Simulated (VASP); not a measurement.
# Fe (Im-3m) in VASP: further runs

Fe is run at these levels: PBE; tasks: single point.

All numbers are computed with VASP 6.6.1; they aren't measurements. Logs are shortened: lines on timing, memory, paths and dates and some standing lists are left out, and cuts for length are marked.

**1. The cell of the first run**

Symmetry: Im-3m, No. 229, cubic system. The conventional cell has a = 2.886 Å, b = 2.886 Å, c = 2.886 Å, α = 90.00°, β = 90.00°, γ = 90.00°. Fe (site symmetry m-3m) has 14 Fe at 2.50 to 2.89 Å within 3.3 Å.

**2. Single point, PBE, collinear spin, ferromagnetic start**

Contents of INCAR:

```
SYSTEM = Fe
PREC = Accurate
ENCUT = 520
EDIFF = 1E-7
ISMEAR = 0
SIGMA = 0.013000000000000001
LREAL = .False.
LASPH = .True.
NELM = 150
ALGO = Fast
ISIF = 2
LWAVE = .False.
LCHARG = .True.
ISPIN = 2
MAGMOM = 3
LORBIT = 11
LMAXMIX = 4
GGA = PE
LELF = .True.
LVHAR = .True.
NBANDS = 14
```

Contents of KPOINTS:

```
regular mesh
0
Gamma
  13 13 13
  0 0 0
```

Contents of POSCAR:

```
Fe
1.0
   -1.4430000000      1.4430000000      1.4430000000
    1.4430000000     -1.4430000000      1.4430000000
    1.4430000000      1.4430000000     -1.4430000000
Fe
1
Direct
    0.0000000000      0.0000000000      0.0000000000
```

Potentials or basis: VASP PAW PBE potentials, release 64 (Fe).

Run with:

```console
> cat potpaw_PBE.64/Fe/POTCAR > POTCAR
> mpirun -np 1 vasp_std > vasp.out
```

OUTCAR:

```text
SYSTEM = Fe
   PREC = Accurate
   ENCUT = 520
   EDIFF = 1E-7
   ISMEAR = 0
   LREAL = .False.
   LASPH = .True.
   NELM = 150
   ISIF = 2
   ISPIN = 2
   LORBIT = 11
   GGA = PE

 ion  position               nearest neighbor table
   1  0.000  0.000  0.000-

  LATTYP: Found a body centered cubic cell.
 ALAT       =     2.8860000000

  Lattice vectors:

 A1 = (  -1.4430000000,   1.4430000000,   1.4430000000)
 A2 = (   1.4430000000,  -1.4430000000,   1.4430000000)
 A3 = (   1.4430000000,   1.4430000000,  -1.4430000000)

Analysis of symmetry for initial positions (statically):
=====================================================================
 Subroutine PRICEL returns:
 Original cell was already a primitive cell.

 Routine SETGRP: Setting up the symmetry group for a
 body centered cubic supercell.

 Subroutine GETGRP returns: Found 48 space group operations
 (whereof 48 operations were pure point group operations)
 out of a pool of 48 trial point group operations.

The static configuration has the point symmetry O_h .

Analysis of symmetry for dynamics (positions and initial velocities):
=====================================================================
 Subroutine PRICEL returns:
 Original cell was already a primitive cell.

 Routine SETGRP: Setting up the symmetry group for a
 body centered cubic supercell.

 Subroutine GETGRP returns: Found 48 space group operations
 (whereof 48 operations were pure point group operations)
 out of a pool of 48 trial point group operations.

The dynamic configuration has the point symmetry O_h .

Analysis of structural, dynamic, and magnetic symmetry:
=====================================================================
 Subroutine PRICEL returns:
 Original cell was already a primitive cell.

 Routine SETGRP: Setting up the symmetry group for a
 body centered cubic supercell.

 Subroutine GETGRP returns: Found 48 space group operations
 (whereof 48 operations were pure point group operations)
 out of a pool of 48 trial point group operations.

The overall configuration has the point symmetry O_h .

 Subroutine INISYM returns: Found 48 space group operations
 (whereof 48 operations are pure point group operations),
 and found     1 'primitive' translations

----------------------------------------------------------------------------------------

                                     Primitive cell

  volume of cell :      12.0187

  direct lattice vectors                    reciprocal lattice vectors
    -1.443000000  1.443000000  1.443000000     0.000000000  0.346500347  0.346500347
     1.443000000 -1.443000000  1.443000000     0.346500347  0.000000000  0.346500347
     1.443000000  1.443000000 -1.443000000     0.346500347  0.346500347  0.000000000

  length of vectors
     2.499349315  2.499349315  2.499349315     0.490025489  0.490025489  0.490025489

  position of ions in fractional coordinates (direct lattice)
     0.000000000  0.000000000  0.000000000

  ion indices of the primitive-cell ions
   primitive index   ion index
                 1           1

----------------------------------------------------------------------------------------

 KPOINTS: regular mesh

Automatic generation of k-mesh.
 Grid dimensions read from file:
 generate k-points for:   13   13   13

 Generating k-lattice:

  Cartesian coordinates                     Fractional coordinates (reciprocal lattice)
     0.000000000  0.026653873  0.026653873     0.076923077  0.000000000  0.000000000
     0.026653873  0.000000000  0.026653873     0.000000000  0.076923077  0.000000000
     0.026653873  0.026653873  0.000000000     0.000000000  0.000000000  0.076923077

  Length of vectors
     0.037694268  0.037694268  0.037694268

  Shift w.r.t. Gamma in fractional coordinates (k-lattice)
     0.000000000  0.000000000  0.000000000

 Subroutine IBZKPT returns following result:
 ===========================================

 Found     84 irreducible k-points:

 Following reciprocal coordinates:
            Coordinates               Weight
  0.000000  0.000000  0.000000      1.000000
  0.076923  0.000000  0.000000     12.000000
  0.153846  0.000000  0.000000     12.000000
  0.230769  0.000000  0.000000     12.000000
  0.307692  0.000000  0.000000     12.000000
  0.384615  0.000000  0.000000     12.000000
[... 16 lines left out ...]
  0.153846  0.076923  0.076923     24.000000
  0.230769  0.076923  0.076923     24.000000
 [... further k-points ...]
   k-points           NKPTS =     84   k-points in BZ     NKDIM =     84   number of bands    NBANDS=     14
   number of dos      NEDOS =    301   number of ions     NIONS =      1
   total plane-waves  NPLWV =   8000
   dimension x,y,z NGX =    20 NGY =   20 NGZ =   20
   dimension x,y,z NGXF=    40 NGYF=   40 NGZF=   40
   ions per type =               1
   NGX,Y,Z   is equivalent  to a cutoff of  13.30, 13.30, 13.30 a.u.
   NGXF,Y,Z  is equivalent  to a cutoff of  26.61, 26.61, 26.61 a.u.
 SYSTEM =  Fe
   PREC   = accura    normal or accurate (medium, high low for compatibility)
   ISTART =      0    job   : 0-new  1-cont  2-samecut
   ICHARG =      2    charge: 1-file 2-atom 10-const
   ISPIN  =      2    spin polarized calculation?
   LNONCOLLINEAR =      F non collinear calculations
   LSORBIT =      F    spin-orbit coupling
   LASPH  =      T    aspherical Exc in radial PAW
   ENCUT  =  520.0 eV  38.22 Ry    6.18 a.u.   4.65  4.65  4.65*2*pi/ulx,y,z
   NELM   =    150;   NELMIN=  2; NELMDL= -5     # of ELM steps
   EDIFF  = 0.1E-06   stopping-criterion for ELM
   LREAL  =      F    real-space projection
   EDIFFG = 0.1E-05   stopping-criterion for IOM
   NSW    =      0    number of steps for IOM
   IBRION =     -1    ionic relax: 0-MD 1-quasi-New 2-CG
   NFREE  =      0    steps in history (QN), initial steepest desc. (CG)
   ISIF   =      2    stress and relaxation
   ISYM   =      2    0-nonsym 1-usesym 2-fastsym
   POTIM  = 0.5000    time-step for ionic-motion
   TEBEG  =    0.0;   TEEND  =   0.0 temperature during run
   PSTRESS=    0.0 pullay stress
   NELECT =       8.0000    total number of electrons
   NUPDOWN=      -1.0000    fix difference up-down
   EMIN   =  10.00;   EMAX   =-10.00  energy-range for DOS
   EFERMI =   0.00;   METHOD = LEGACY
   ISMEAR =     0;   SIGMA  =   0.01  broadening in eV -4-tet -1-fermi 0-gaus
   EFERMI_NEDOS =   21; number of points for ismear=-14 and -15
   IALGO  =     68    algorithm
   IMIX   =      4    mixing-type and parameters
     AMIX     =   0.40;   BMIX     =  1.00
     AMIX_MAG =   1.60;   BMIX_MAG =  1.00
  volume/ion in A,a.u.               =      12.02        81.11
  Fermi-wavevector in a.u.,A,eV,Ry     =   1.429394  2.701162 27.798962  2.043166
  Thomas-Fermi vector in A             =   2.549352
   LORBIT       =     11    0 simple, 1 ext, 2 COOP (PROOUT), +10 PAW based schemes
   GGA     = PE    functional components
   LHFCALC =     F    Hartree Fock is set to
   AEXX    =    0.0000 exact exchange contribution
   IVDW    =     0    specifies the selected vdW correction
   LEPSILON=     F    determine dielectric tensor
   LRPA    =     F    only Hartree local field effects (RPA)
 spin polarized calculation
 RMM-DIIS sequential band-by-band and
 Gauss-broadening in eV      SIGMA  =   0.01
  energy-cutoff  :      520.00
  volume of cell :       12.02
 maximum number of plane-waves:       336
   NGX =  9   NGY =  9   NGZ =  9

 number of electron       7.9999995 magnetization       2.2828986

 Free energy of the ion-electron system (eV)
  ---------------------------------------------------
  ext. energy  EPLUGINS =         0.00000000
  ---------------------------------------------------
  free energy    TOTEN  =        -8.21614541 eV

  energy without entropy =       -8.21599673  energy(sigma->0) =       -8.21607107

 E-fermi :   5.2120     XC(G=0): -12.8000

 val. band max:        5.2104434373   @ k =  -0.4615  -0.4615   0.3077
 cond. band min:       5.2185018872   @ k =  -0.4615   0.4615   0.4615
 fundamental gap:      0.0080584500
 Fermi energy:         5.2119772139

 spin component 1

 k-point     1 :       0.0000    0.0000    0.0000
  band No.  band energies     occupation
      1      -2.8350      1.00000
      2       3.0345      1.00000
      3       3.0345      1.00000
      4       3.0345      1.00000
      5       4.1467      1.00000
      6       4.1467      1.00000
      7      29.7451      0.00000
      8      29.7451      0.00000
      9      29.7451      0.00000
     10      34.4776      0.00000
     11      34.4776      0.00000
     12      36.5358      0.00000
     13      36.5574      0.00000
     14      36.5583      0.00000
[... 375 lines left out ...]
 k-point    24 :       0.2308    0.0769    0.0769
  band No.  band energies     occupation
      1       0.4608      1.00000
      2       2.2813      1.00000
      3       2.6570      1.00000
      4       4.1057      1.00000
      5       4.2415      1.00000
      6       5.2917      0.00000
      7      18.1218      0.00000
      8      22.1776      0.00000
      9      23.7804      0.00000
     10      31.3104      0.00000
     11      34.9987      0.00000
     12      37.2945      0.00000
     13      39.1236      0.00000
     14      42.3679      0.00000

 [... further k-points ...]

 spin component 2

 k-point     1 :       0.0000    0.0000    0.0000
  band No.  band energies     occupation
      1      -2.6938      1.00000
      2       5.0553      1.00000
      3       5.0554      1.00000
      4       5.0554      1.00000
      5       6.9708      0.00000
      6       6.9709      0.00000
      7      29.4432      0.00000
      8      29.4432      0.00000
      9      29.4432      0.00000
     10      34.6177      0.00000
     11      34.6177      0.00000
     12      37.6954      0.00000
     13      37.7051      0.00000
     14      37.7051      0.00000
[... 375 lines left out ...]
 k-point    24 :       0.2308    0.0769    0.0769
  band No.  band energies     occupation
      1       0.8963      1.00000
      2       4.1183      1.00000
      3       4.3267      1.00000
      4       6.7867      0.00000
      5       7.0852      0.00000
      6       7.3622      0.00000
      7      18.8597      0.00000
      8      22.5376      0.00000
      9      24.4798      0.00000
     10      31.3044      0.00000
     11      35.5522      0.00000
     12      37.5186      0.00000
     13      39.4022      0.00000
     14      42.8442      0.00000

 [... further k-points ...]
[... 5 lines left out ...]
  --------------------------------------------------------------------------------------
  -------------------------------------------------------------------------------------
  Total       -0.6886448     -0.6886448     -0.6886448     -0.0000000      0.0000000      0.0000000
  in kB      -91.8008809    -91.8008809    -91.8008809     -0.0000000      0.0000000      0.0000000
  external PRESSURE =     -91.8008809 kB  Pullay stress =       0.0000000 kB

 VOLUME and BASIS-vectors are now :
 -----------------------------------------------------------------------------
  energy-cutoff  :      520.00
  volume of cell :       12.02
      direct lattice vectors                 reciprocal lattice vectors
    -1.443000000  1.443000000  1.443000000     0.000000000  0.346500347  0.346500347
     1.443000000 -1.443000000  1.443000000     0.346500347  0.000000000  0.346500347
     1.443000000  1.443000000 -1.443000000     0.346500347  0.346500347  0.000000000

 POSITION                                       TOTAL-FORCE (eV/Angst)
 -----------------------------------------------------------------------------------
      0.00000      0.00000      0.00000         0.000000     -0.000000     -0.000000
 -----------------------------------------------------------------------------------
    total drift:                                0.000000     -0.000000      0.000000

  FREE ENERGIE OF THE ION-ELECTRON SYSTEM (eV)
  ---------------------------------------------------
  free  energy   TOTEN  =        -8.2161454131 eV

  energy  without entropy=       -8.2159967305  energy(sigma->0) =       -8.21607107

 total charge

# of ion       s       p       d       tot
------------------------------------------
    1        0.464   0.494   6.199   7.156

 magnetization (x)

# of ion       s       p       d       tot
------------------------------------------
    1       -0.014  -0.060   2.367   2.294
```

Run time: 16 s. Hardware: 1 thread of Intel Xeon 6975P-C (Granite Rapids), shared host; peak memory 0.15 GiB.

What came out:

```yaml
Free_energy: -8.2161 eV
Pressure: -9.2 GPa
Net_moment: 2.28 μB per cell
Site_moments: Fe +2.29 μB
Valence_electrons_inside_the_program's_atomic_spheres: Fe 7.16
```

**3. Single point, PBE, collinear spin, ferromagnetic start**

Contents of INCAR:

```
SYSTEM = Fe
PREC     = Accurate       ! precision mode
ENCUT    = 520            ! plane-wave cutoff, eV
EDIFF    = 1E-6           ! SCF threshold, eV
ISMEAR   = 0              ! smearing method
SIGMA    = 0.026000000000000002 ! smearing width, eV
LREAL    = .FALSE.        ! projectors in reciprocal space
LASPH    = .TRUE.         ! aspherical terms in the spheres
NELM     = 150            ! most SCF steps
ALGO     = Fast           ! electronic algorithm
ISIF     = 2              ! what is computed and relaxed
LWAVE    = .FALSE.        ! write WAVECAR
LCHARG   = .FALSE.        ! write CHGCAR
ISPIN    = 2              ! spin polarisation
MAGMOM   = 3              ! initial moments
LORBIT   = 11             ! projections on sites
LMAXMIX  = 4              ! l up to which the mixer works
GGA      = PE             ! functional
NBANDS   = 14             ! bands
```

Contents of KPOINTS:

```
Automatic mesh
0
G
  13 13 13
  0 0 0
```

POSCAR is that of step 2.

Potentials or basis: VASP PAW PBE potentials, release 64 (Fe).

Run with:

```console
> cat potpaw_PBE.64/Fe/POTCAR > POTCAR
> mpirun -np 1 vasp_std > vasp.out
```

Wall time 13 s (1 thread of Intel Xeon 6975P-C (Granite Rapids), shared host); peak memory 0.14 GiB.

The run converged. Its results:

```yaml
Free_energy: -8.2163 eV
Pressure: -9.5 GPa
Net_moment: 2.28 μB per cell
Site_moments: Fe +2.29 μB
Valence_electrons_inside_the_program's_atomic_spheres: Fe 7.16
```

Levels at points of the mesh, in eV from the Fermi level:
Spin up:
| k point | band 3 | band 4 | band 5 | band 6 | band 7 | band 8 |
| --- | --- | --- | --- | --- | --- | --- |
| (0.00, 0.00, 0.00) | -2.18 | -2.18 | -1.07 | -1.07 | 24.53 | 24.53 |
Spin down:
| k point | band 1 | band 2 | band 3 | band 4 | band 5 | band 6 | band 7 | band 8 |
| --- | --- | --- | --- | --- | --- | --- | --- | --- |
| (0.00, 0.00, 0.00) | -7.91 | -0.16 | -0.16 | -0.16 | 1.76 | 1.76 | 24.23 | 24.23 |
